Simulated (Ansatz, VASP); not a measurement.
# Bi2Se3 in VASP and in Ansatz

Contents of INCAR:

```
SYSTEM = Bi2Se3
PREC = Accurate
ENCUT = 520
EDIFF = 1E-6
ISMEAR = -1
SIGMA = 0.03
LREAL = .False.
LASPH = .True.
NELM = 100
ALGO = Normal
ISIF = 2
LWAVE = .False.
LCHARG = .True.
GGA = PS
LELF = .True.
LVHAR = .True.
NBANDS = 32
```

KPOINTS

```
Automatic mesh
0
Gamma
  6 6 6
  0 0 0
```

File POSCAR:

```
Bi2Se3
1.0
    2.0852182350      1.2039013093      9.6085459482
   -2.0852182350      1.2039013093      9.6085459482
    0.0000000000     -2.4078026186      9.6085459482
Bi Se
2 3
Direct
    0.4008000000      0.4008000000      0.4008000000
    0.5992000000      0.5992000000      0.5992000000
    0.0000000000      0.0000000000      0.0000000000
    0.2117000000      0.2117000000      0.2117000000
    0.7883000000      0.7883000000      0.7883000000
```

Input for Ansatz:

```yaml
crystal:
  lattice:
    - [2.085218235, 1.2039013093, 9.6085459482]
    - [-2.085218235, 1.2039013093, 9.6085459482]
    - [0.0, -2.4078026186, 9.6085459482]
  atoms:
    - { symbol: Bi, position: [0.4008, 0.4008, 0.4008] }
    - { symbol: Bi, position: [0.5992, 0.5992, 0.5992] }
    - { symbol: Se, position: [0.0, 0.0, 0.0] }
    - { symbol: Se, position: [0.2117, 0.2117, 0.2117] }
    - { symbol: Se, position: [0.7883, 0.7883, 0.7883] }
kpoints:
  mp_grid: { grid: [6, 6, 6] }
  band_path:
    path:
      - [0.0, 0.0, 0.0]
      - [0.5, 0.5, 0.5]
      - [0.8228674673, 0.1771325327, 0.5]
      - [0.5, -0.1771325327, 0.1771325327]
      - [0.5, 0.0, 0.0]
      - [0.0, 0.0, 0.0]
      - [0.3385662664, -0.3385662664, 0.0]
      - [0.6614337336, 0.0, 0.3385662664]
      - [0.5, 0.0, 0.5]
    npoints: 5
scf:
  occupations: { method: fermi_dirac, width: 0.03 }
hamiltonian:
  xc: pbesol
  pseudopotentials: { kind: all_electron, lapw: { basis_error: 0.0005 } }
output:
  forces: true
  stress: true
  eigenvalues: true
```

Change from the starting cell: volume scaled by 1.02.

Alike in both runs: task single point; functional PBEsol; k mesh 6 × 6 × 6; occupations fermi-dirac, width 0.03 eV; no spin polarisation.

|  | VASP | Ansatz |
| --- | --- | --- |
| version | VASP 6.6.1 | Ansatz 0.2.0 |
| potentials or method | VASP PAW PBE potentials, release 64 (Bi_d, Se), cutoff 520 eV | all-electron LAPW, scalar-relativistic |

Ansatz gave:

```
pressure (GPa)                     : -1.5
rms of the force components (eV/Å) : 0.050
```

Problem. Which values does VASP return?

Solution. Pressure (GPa): -1.5; rms of the force components (eV/Å): 0.052.

VASP's potentials were made for PBE, not for PBEsol. Atom by atom the forces differ by 0.007 eV/Å (rms over components). Ansatz ran all-electron here, and VASP with PAW potentials.

Neither program's run includes spin-orbit coupling.
